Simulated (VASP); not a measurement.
Wanted: the native input for a VASP 6.6.1 run.

```
Task                   : single point
Functional             : PBE
Potentials or basis    : VASP PAW PBE potentials, release 64 (B, P)
Cutoff                 : 500 eV
k mesh                 : 8 × 8 × 8
Occupations            : gaussian, width 0.02 eV
Spin                   : no spin polarisation
Dipole correction      : no
Further INCAR settings : ALGO = Normal; EDIFF = 1e-06; NBANDS = 11
```

The structure of BP lies in POSCAR:

```
BP
1.0
    0.0000000000      2.2685042206      2.3082852556
    2.2685042206      0.0000000000      2.3082852556
    2.2685042206      2.2685042206      0.0000000000
B P
1 1
Direct
    0.0000000000      0.0000000000      0.0000000000
    0.2500000000      0.2500000000      0.2500000000
```

This cell differs from its parent crystal: strained cell.

The input as run:

INCAR

```
PREC = Accurate
ENCUT = 500
EDIFF = 1E-6
ISMEAR = 0
SIGMA = 0.02
LREAL = F
LASPH = T
NELM = 120
ALGO = Normal
ISIF = 2
LWAVE = F
LCHARG = F
GGA = PE
NBANDS = 11
GGA_COMPAT = F
```

KPOINTS

```
Automatic mesh
0
Gamma
  8 8 8
```

Potentials or basis: VASP PAW PBE potentials, release 64 (B, P).

Command:

```sh
$ cat potpaw_PBE.64/B/POTCAR potpaw_PBE.64/P/POTCAR > POTCAR
$ mpirun -np 1 vasp_std > vasp.out
```

Results of the run:

| Item | Value |
| --- | --- |
| Pressure | -1.8 GPa |
| Band gap on the k mesh | 1.16 eV (least direct gap 3.29 eV) |

Caveat: the cell differs from its parent crystal (strained cell).

Wall time 18 s on 1 thread of Intel Xeon 8259CL, with other jobs on the host, peak memory 0.14 GiB.
